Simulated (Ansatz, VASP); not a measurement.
# TiSn2GeSe6: VASP beside Ansatz

```
Ti Sn Ge Se
1.0
     0.00000    5.03009    5.03009
     5.03009    0.00000    5.03009
     5.03009    5.03009    0.00000
Ti Sn Ge Se
1 2 1 6
Direct
  0.00000 0.00000 0.00000
  0.25000 0.25000 0.25000
  0.75000 0.75000 0.75000
  0.50000 0.50000 0.50000
  0.75227 0.24773 0.24773
  0.24773 0.75227 0.75227
  0.24773 0.75227 0.24773
  0.75227 0.24773 0.75227
  0.24773 0.24773 0.75227
  0.75227 0.75227 0.24773
```

Alike in both runs: functional PBE; k mesh 4 × 4 × 4; occupations gaussian, width 0.1 eV; collinear spin.

Ansatz relaxed the structure, and its values are those at the end. VASP's run is a single point on that final structure, the one shown.

```csv
,VASP,Ansatz
version,VASP 6.6.1,Ansatz 0.2.0
potentials or method,"VASP PAW PBE potentials, release 64 (Ti_sv, Sn_d, Ge_d, Se), cutoff 520 eV","scalar-relativistic, plane waves, PAW"
valence electrons in the cell,90,150
```

|  | VASP | Ansatz | Ansatz less VASP |
| --- | --- | --- | --- |
| gap on the k mesh at the Fermi level (eV) | none | none | - |
| pressure (GPa) | 0.1 | 0.1 | -0.04 |
| net moment per atom (μB) | 0.00 | 0.00 | 0.000 |

A gap of «none» marks a metal or a gap that the smearing closes. With one functional, cell and mesh, what is left measures potentials, basis and numerics. VASP's potentials hold 90 valence electrons a cell and Ansatz's 150, so a difference there can come from the potentials and not from the codes. Ansatz's warnings: seeded moment not kept.
